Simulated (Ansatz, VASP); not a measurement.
**Nb: VASP beside Ansatz**

INCAR

```
  PREC = Accurate
  ENCUT = 600
  EDIFF = 1E-6
  ISMEAR = -1
  SIGMA = 0.05
  LREAL = F
  LASPH = T
  NELM = 150
  ALGO = Normal
  ISIF = 3
  LWAVE = F
  LCHARG = F
  ISPIN = 2
  MAGMOM = 1
  LORBIT = 11
  LMAXMIX = 4
  GGA = RP
  IBRION = 2
  NSW = 80
  EDIFFG = -0.01
```

KPOINTS

```
regular mesh
0
Gamma
  13 13 13
```

POSCAR

```
Nb
1.0
   -1.6502000000      1.6502000000      1.6502000000
    1.6502000000     -1.6502000000      1.6502000000
    1.6502000000      1.6502000000     -1.6502000000
Nb
1
Direct
    0.0000000000      0.0000000000      0.0000000000
```

Input for Ansatz:

```yaml
crystal:
  lattice:
    - [-1.6502, 1.6502, 1.6502]
    - [1.6502, -1.6502, 1.6502]
    - [1.6502, 1.6502, -1.6502]
  atoms:
    - { symbol: Nb, position: [0.0, 0.0, 0.0], spin: 1.0 }
hamiltonian:
  xc: rpbe
  pseudopotentials:
    kind: paw
    azcp:
      Nb: "pseudopotentials/Nb.paw.azcp"
basis:
  ecutwfc: 420
  fft_grid_basis: typed
kpoints:
  mp_grid: { grid: [13, 13, 13], shift: [0, 0, 0] }
magnetization:
  spin_polarized: true
scf:
  occupations: { method: fermi_dirac, width: 0.05 }
relax:
  max_steps: 60
  f_tol: 0.01
  cell: {}
```

Alike in both runs: task relaxation of cell and atoms; functional RPBE; k mesh 13 × 13 × 13; occupations fermi-dirac, width 0.05 eV; collinear spin.

|  | VASP | Ansatz |
| --- | --- | --- |
| version | VASP 6.6.1 | Ansatz 0.2.0 |
| potentials or method | VASP PAW PBE potentials, release 64 (Nb_sv), cutoff 600 eV | plane waves (420 eV) with PAW, scalar-relativistic |
| valence electrons in the cell | 13 | 13 |

Ansatz gave:

| Quantity | Value |
| --- | --- |
| net moment per atom (μB) | 0.00 |
| relaxed volume (Å³/atom) | 18.40 |
| relaxed cell length with the largest relative difference (Å) | 2.881 |

**Question.** What did VASP give for the same quantities?

**Answer.** net moment per atom (μB): 0.00; relaxed volume (Å³/atom): 18.37; relaxed cell length with the largest relative difference (Å): 2.879.

VASP's potentials were made for PBE, not for RPBE. Ansatz's warnings: seeded moment not kept.
